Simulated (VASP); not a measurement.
# Mg2Zr3 (P4/mmm) in VASP: single point with PBE

Aim: the single point of Mg2Zr3 with PBE.

All numbers are computed with VASP 6.6.1; they aren't measurements. Logs are shortened: lines on timing, memory, paths and dates and some standing lists are left out, and cuts for length are marked.

**1. The cell of the first run**

The structure is tetragonal, space group P4/mmm (No. 123). Conventional cell: a = 5.678 Å, b = 5.678 Å, c = 7.575 Å, α = 90.00°, β = 90.00°, γ = 90.00°. Mg (site symmetry mmm) has 2 Zr at 2.84 Å within 3.7 Å. Zr (site symmetry 4/mmm) has 2 Zr at 2.44 Å and 4 Mg at 2.84 Å within 3.2 Å. Zr (site symmetry 4mm) has 2 Zr at 2.44 to 2.70 Å within 3.2 Å.

**2. Single point, PBE**

INCAR reads:

```
SYSTEM = Mg2Zr3
ALGO = Fast ; EDIFF = 1E-6
ENCUT = 520 ; GGA = PE
ISIF = 2 ; ISMEAR = 0
LASPH = .TRUE. ; LCHARG = .FALSE.
LREAL = .FALSE. ; LWAVE = .FALSE.
NBANDS = 28 ; NELM = 60
PREC = Accurate ; SIGMA = 0.1
```

KPOINTS reads:

```
k-points
0
G
  8 8 6
  0 0 0
```

POSCAR reads:

```
Mg2Zr3
1.0
    5.6782201555      0.0000000000      0.0000000000
    0.0000000000      5.6782201555      0.0000000000
    0.0000000000      0.0000000000      7.5747706581
Mg Zr
2 3
Direct
    0.0000000000      0.5000000000      0.0000000000
    0.5000000000      0.0000000000      0.0000000000
    0.0000000000      0.0000000000      0.0000000000
    0.0000000000      0.0000000000      0.3218572073
    0.0000000000      0.0000000000      0.6781427927
```

Potentials or basis: VASP PAW PBE potentials, release 64 (Mg, Zr_sv).

Launch:

```bash
$ cat potpaw_PBE.64/Mg/POTCAR potpaw_PBE.64/Zr_sv/POTCAR > POTCAR
$ mpirun -np 1 vasp_std > vasp.out
```

OUTCAR:

```text
SYSTEM = Mg2Zr3
   EDIFF = 1E-6
   ENCUT = 520
   GGA = PE
   ISIF = 2
   ISMEAR = 0
   LASPH = .TRUE.
   LREAL = .FALSE.
   NELM = 60
   PREC = Accurate

 ion  position               nearest neighbor table
   1  0.000  0.500  0.000-   3 2.84   3 2.84   5 3.74   4 3.74   4 3.74   5 3.74
   2  0.500  0.000  0.000-   3 2.84   3 2.84   5 3.74   4 3.74   4 3.74   5 3.74
   3  0.000  0.000  0.000-   4 2.44   5 2.44   1 2.84   2 2.84   1 2.84   2 2.84
   4  0.000  0.000  0.322-   3 2.44   5 2.70   1 3.74   2 3.74   1 3.74   2 3.74
   5  0.000  0.000  0.678-   3 2.44   4 2.70   1 3.74   2 3.74   1 3.74   2 3.74

  LATTYP: Found a simple tetragonal cell.
 ALAT       =     5.6782201555
 C/A-ratio  =     1.3340043976

  Lattice vectors:

 A1 = (   5.6782201555,   0.0000000000,   0.0000000000)
 A2 = (   0.0000000000,   5.6782201555,   0.0000000000)
 A3 = (   0.0000000000,   0.0000000000,   7.5747706581)

Analysis of symmetry for initial positions (statically):
=====================================================================
 Subroutine PRICEL returns:
 Original cell was already a primitive cell.

 Routine SETGRP: Setting up the symmetry group for a
 simple tetragonal supercell.

 Subroutine GETGRP returns: Found 16 space group operations
 (whereof 16 operations were pure point group operations)
 out of a pool of 16 trial point group operations.

The static configuration has the point symmetry D_4h.

Analysis of symmetry for dynamics (positions and initial velocities):
=====================================================================
 Subroutine PRICEL returns:
 Original cell was already a primitive cell.

 Routine SETGRP: Setting up the symmetry group for a
 simple tetragonal supercell.

 Subroutine GETGRP returns: Found 16 space group operations
 (whereof 16 operations were pure point group operations)
 out of a pool of 16 trial point group operations.

The dynamic configuration has the point symmetry D_4h.

 Subroutine INISYM returns: Found 16 space group operations
 (whereof 16 operations are pure point group operations),
 and found     1 'primitive' translations

----------------------------------------------------------------------------------------

                                     Primitive cell

  volume of cell :     244.2272

  direct lattice vectors                    reciprocal lattice vectors
     5.678220156  0.000000000  0.000000000     0.176111523  0.000000000  0.000000000
     0.000000000  5.678220156  0.000000000     0.000000000  0.176111523  0.000000000
     0.000000000  0.000000000  7.574770658     0.000000000  0.000000000  0.132017198

  length of vectors
     5.678220156  5.678220156  7.574770658     0.176111523  0.176111523  0.132017198

  position of ions in fractional coordinates (direct lattice)
     0.000000000  0.500000000  0.000000000
     0.500000000  0.000000000  0.000000000
     0.000000000  0.000000000  0.000000000
     0.000000000  0.000000000  0.321857207
     0.000000000  0.000000000  0.678142793

  ion indices of the primitive-cell ions
   primitive index   ion index
                 1           1
                 2           2
                 3           3
                 4           4
                 5           5

----------------------------------------------------------------------------------------

 KPOINTS: k-points

Automatic generation of k-mesh.
 Grid dimensions read from file:
 generate k-points for:    8    8    6

 Generating k-lattice:

  Cartesian coordinates                     Fractional coordinates (reciprocal lattice)
     0.022013940  0.000000000  0.000000000     0.125000000  0.000000000  0.000000000
     0.000000000  0.022013940  0.000000000     0.000000000  0.125000000  0.000000000
     0.000000000  0.000000000  0.022002866     0.000000000  0.000000000  0.166666667

  Length of vectors
     0.022013940  0.022013940  0.022002866

  Shift w.r.t. Gamma in fractional coordinates (k-lattice)
     0.000000000  0.000000000  0.000000000

 Subroutine IBZKPT returns following result:
 ===========================================

 Found     60 irreducible k-points:

 Following reciprocal coordinates:
            Coordinates               Weight
  0.000000  0.000000  0.000000      1.000000
  0.125000  0.000000  0.000000      4.000000
  0.250000  0.000000  0.000000      4.000000
  0.375000  0.000000  0.000000      4.000000
  0.500000  0.000000  0.000000      2.000000
  0.125000  0.125000  0.000000      4.000000
[... 16 lines left out ...]
  0.375000  0.125000  0.166667     16.000000
  0.500000  0.125000  0.166667      8.000000
 [... further k-points ...]
   k-points           NKPTS =     60   k-points in BZ     NKDIM =     60   number of bands    NBANDS=     28
   number of dos      NEDOS =    301   number of ions     NIONS =      5
   total plane-waves  NPLWV =  98784
   dimension x,y,z NGX =    42 NGY =   42 NGZ =   56
   dimension x,y,z NGXF=    84 NGYF=   84 NGZF=  112
   ions per type =               2   3
   NGX,Y,Z   is equivalent  to a cutoff of  12.30, 12.30, 12.29 a.u.
   NGXF,Y,Z  is equivalent  to a cutoff of  24.59, 24.59, 24.58 a.u.
 SYSTEM =  Mg2Zr3
   PREC   = accura    normal or accurate (medium, high low for compatibility)
   ISTART =      0    job   : 0-new  1-cont  2-samecut
   ICHARG =      2    charge: 1-file 2-atom 10-const
   ISPIN  =      1    spin polarized calculation?
   LNONCOLLINEAR =      F non collinear calculations
   LSORBIT =      F    spin-orbit coupling
   LASPH  =      T    aspherical Exc in radial PAW
   ENCUT  =  520.0 eV  38.22 Ry    6.18 a.u.  10.56 10.56 14.08*2*pi/ulx,y,z
   NELM   =     60;   NELMIN=  2; NELMDL= -5     # of ELM steps
   EDIFF  = 0.1E-05   stopping-criterion for ELM
   LREAL  =      F    real-space projection
   EDIFFG = 0.1E-04   stopping-criterion for IOM
   NSW    =      0    number of steps for IOM
   IBRION =     -1    ionic relax: 0-MD 1-quasi-New 2-CG
   NFREE  =      0    steps in history (QN), initial steepest desc. (CG)
   ISIF   =      2    stress and relaxation
   ISYM   =      2    0-nonsym 1-usesym 2-fastsym
   POTIM  = 0.5000    time-step for ionic-motion
   TEBEG  =    0.0;   TEEND  =   0.0 temperature during run
   PSTRESS=    0.0 pullay stress
   NELECT =      40.0000    total number of electrons
   NUPDOWN=      -1.0000    fix difference up-down
   EMIN   =  10.00;   EMAX   =-10.00  energy-range for DOS
   EFERMI =   0.00;   METHOD = LEGACY
   ISMEAR =     0;   SIGMA  =   0.10  broadening in eV -4-tet -1-fermi 0-gaus
   EFERMI_NEDOS =   21; number of points for ismear=-14 and -15
   IALGO  =     68    algorithm
   IMIX   =      4    mixing-type and parameters
     AMIX     =   0.40;   BMIX     =  1.00
     AMIX_MAG =   1.60;   BMIX_MAG =  1.00
  volume/ion in A,a.u.               =      48.85       329.63
  Fermi-wavevector in a.u.,A,eV,Ry     =   0.895702  1.692631 10.915709  0.802282
  Thomas-Fermi vector in A             =   2.018067
   LORBIT       =      0    0 simple, 1 ext, 2 COOP (PROOUT), +10 PAW based schemes
   GGA     = PE    functional components
   LHFCALC =     F    Hartree Fock is set to
   AEXX    =    0.0000 exact exchange contribution
   IVDW    =     0    specifies the selected vdW correction
   LEPSILON=     F    determine dielectric tensor
   LRPA    =     F    only Hartree local field effects (RPA)
 non-spin polarized calculation
 RMM-DIIS sequential band-by-band and
 Gauss-broadening in eV      SIGMA  =   0.10
  energy-cutoff  :      520.00
  volume of cell :      244.23
 maximum number of plane-waves:      6625
   NGX = 21   NGY = 21   NGZ = 29

 number of electron      40.0000001 magnetization

 Free energy of the ion-electron system (eV)
  ---------------------------------------------------
  ext. energy  EPLUGINS =         0.00000000
  ---------------------------------------------------
  free energy    TOTEN  =       -19.38238607 eV

  energy without entropy =      -19.33384362  energy(sigma->0) =      -19.35811484

 E-fermi :   1.0586     XC(G=0):  -6.6982

 val. band max:        1.0583042349   @ k =   0.3750   0.0000   0.1667
 cond. band min:       1.0605420674   @ k =   0.5000   0.1250   0.1667
 fundamental gap:      0.0022378324
 Fermi energy:         1.0586457959

 k-point     1 :       0.0000    0.0000    0.0000
  band No.  band energies     occupation
      1     -48.2816      2.00000
      2     -48.0936      2.00000
      3     -46.7847      2.00000
      4     -26.8620      2.00000
      5     -26.6171      2.00000
      6     -26.4055      2.00000
[... 20 lines left out ...]
     27       2.5906      0.00000
     28       2.9735      0.00000

 k-point     2 :       0.1250    0.0000    0.0000
  band No.  band energies     occupation
      1     -48.2816      2.00000
      2     -48.0936      2.00000
      3     -46.7847      2.00000
      4     -26.8620      2.00000
      5     -26.6171      2.00000
      6     -26.4056      2.00000
[... 20 lines left out ...]
     27       2.5712      0.00000
     28       2.9488      0.00000

 k-point     3 :       0.2500    0.0000    0.0000
  band No.  band energies     occupation
      1     -48.2816      2.00000
      2     -48.0936      2.00000
      3     -46.7847      2.00000
      4     -26.8620      2.00000
      5     -26.6171      2.00000
      6     -26.4058      2.00000
[... 20 lines left out ...]
     27       2.6231      0.00000
     28       2.9072      0.00000

 k-point     4 :       0.3750    0.0000    0.0000
  band No.  band energies     occupation
      1     -48.2816      2.00000
      2     -48.0936      2.00000
      3     -46.7846      2.00000
      4     -26.8620      2.00000
      5     -26.6171      2.00000
      6     -26.4060      2.00000
[... 20 lines left out ...]
     27       2.7139      0.00000
     28       2.9426      0.00000

 k-point     5 :       0.5000    0.0000    0.0000
  band No.  band energies     occupation
      1     -48.2816      2.00000
      2     -48.0936      2.00000
      3     -46.7846      2.00000
      4     -26.8620      2.00000
      5     -26.6171      2.00000
      6     -26.4061      2.00000
[... 20 lines left out ...]
     27       2.7145      0.00000
     28       2.9916      0.00000

 k-point     6 :       0.1250    0.1250    0.0000
  band No.  band energies     occupation
      1     -48.2816      2.00000
      2     -48.0936      2.00000
      3     -46.7847      2.00000
      4     -26.8620      2.00000
      5     -26.6171      2.00000
      6     -26.4056      2.00000
[... 463 lines left out ...]
      5     -26.3997      2.00000
      6     -26.3997      2.00000
[... 20 lines left out ...]
     27       2.5459      0.00000
     28       3.8912      0.00000

 k-point    22 :       0.2500    0.1250    0.1667
  band No.  band energies     occupation
      1     -48.2731      2.00000
      2     -48.1039      2.00000
      3     -46.7827      2.00000
      4     -27.1284      2.00000
      5     -26.3999      2.00000
      6     -26.3997      2.00000
[... 20 lines left out ...]
     27       2.6470      0.00000
     28       3.0366      0.00000

 k-point    23 :       0.3750    0.1250    0.1667
  band No.  band energies     occupation
      1     -48.2731      2.00000
      2     -48.1039      2.00000
      3     -46.7827      2.00000
      4     -27.1284      2.00000
      5     -26.4001      2.00000
      6     -26.3997      2.00000
[... 20 lines left out ...]
     27       2.8307      0.00000
     28       2.9575      0.00000

 k-point    24 :       0.5000    0.1250    0.1667
  band No.  band energies     occupation
      1     -48.2731      2.00000
      2     -48.1039      2.00000
      3     -46.7826      2.00000
      4     -27.1284      2.00000
      5     -26.4002      2.00000
      6     -26.3997      2.00000
[... 20 lines left out ...]
     27       2.9127      0.00000
     28       2.9701      0.00000

 [... further k-points ...]
[... 5 lines left out ...]
  --------------------------------------------------------------------------------------
  -------------------------------------------------------------------------------------
  Total       -0.0338690     -0.0338690      0.2604281      0.0000000     -0.0000000     -0.0000000
  in kB       -0.2221870     -0.2221870      1.7084586      0.0000000     -0.0000000     -0.0000000
  external PRESSURE =       0.4213615 kB  Pullay stress =       0.0000000 kB

 VOLUME and BASIS-vectors are now :
 -----------------------------------------------------------------------------
  energy-cutoff  :      520.00
  volume of cell :      244.23
      direct lattice vectors                 reciprocal lattice vectors
     5.678220156  0.000000000  0.000000000     0.176111523  0.000000000  0.000000000
     0.000000000  5.678220156  0.000000000     0.000000000  0.176111523  0.000000000
     0.000000000  0.000000000  7.574770658     0.000000000  0.000000000  0.132017198

 POSITION                                       TOTAL-FORCE (eV/Angst)
 -----------------------------------------------------------------------------------
      0.00000      2.83911      0.00000         0.000000      0.000000      0.000000
      2.83911      0.00000      0.00000         0.000000      0.000000      0.000000
      0.00000      0.00000      0.00000         0.000000      0.000000      0.000000
      0.00000      0.00000      2.43799         0.000000      0.000000      0.033374
      0.00000      0.00000      5.13678        -0.000000     -0.000000     -0.033374
 -----------------------------------------------------------------------------------
    total drift:                               -0.000000      0.000000      0.000000

  FREE ENERGIE OF THE ION-ELECTRON SYSTEM (eV)
  ---------------------------------------------------
  free  energy   TOTEN  =       -19.3823860735 eV

  energy  without entropy=      -19.3338436158  energy(sigma->0) =      -19.35811484
```

Wall time 36 min (1 thread of AMD EPYC 7R13, shared host); peak memory 0.51 GiB.

Results:

| Quantity | Value |
| --- | --- |
| Free energy | -19.3824 eV |
| Pressure | 0.0 GPa |
| Largest force | 0.033 eV/Å |
| Band gap on the k mesh | zero (band 20 reaches 1.33 eV, above the bottom of band 21 at 0.72 eV) |

Forces in eV/Å, atoms in the order of the input:
```
Mg   0.000  0.000  0.000
Mg   0.000  0.000  0.000
Zr   0.000  0.000  0.000
Zr   0.000  0.000  0.033
Zr   0.000  0.000 -0.033
```

Stress tensor (GPa, compression positive):
```
-0.02  0.00  0.00
 0.00 -0.02  0.00
 0.00  0.00  0.17
```

Levels at points of the mesh, in eV from the Fermi level:
```tsv
k point	band 16	band 17	band 18	band 19	band 20	band 21	band 22	band 23	band 24	band 25
(0.00, 0.00, 0.00)	-0.84	-0.84	-0.62	-0.62	-0.57	-0.24	0.20	0.81	1.05	1.28
(0.50, 0.00, 0.00)	-1.22	-0.81	-0.56	-0.48	-0.40	-0.18	0.04	0.30	1.40	1.45
(0.50, 0.50, 0.00)	-1.37	-1.16	-1.16	-0.92	-0.33	-0.33	-0.02	1.17	1.19	1.19
(0.00, 0.00, 0.50)	-1.59	-1.43	0.03	0.09	0.27	0.42	0.42	0.47	0.82	1.73
(0.50, 0.00, 0.50)	-1.58	-1.25	-0.26	0.04	0.06	0.10	0.28	0.64	0.73	0.74
(0.50, 0.50, 0.50)	-1.60	-1.52	-0.76	-0.54	0.14	0.28	0.31	0.37	0.37	0.47
```
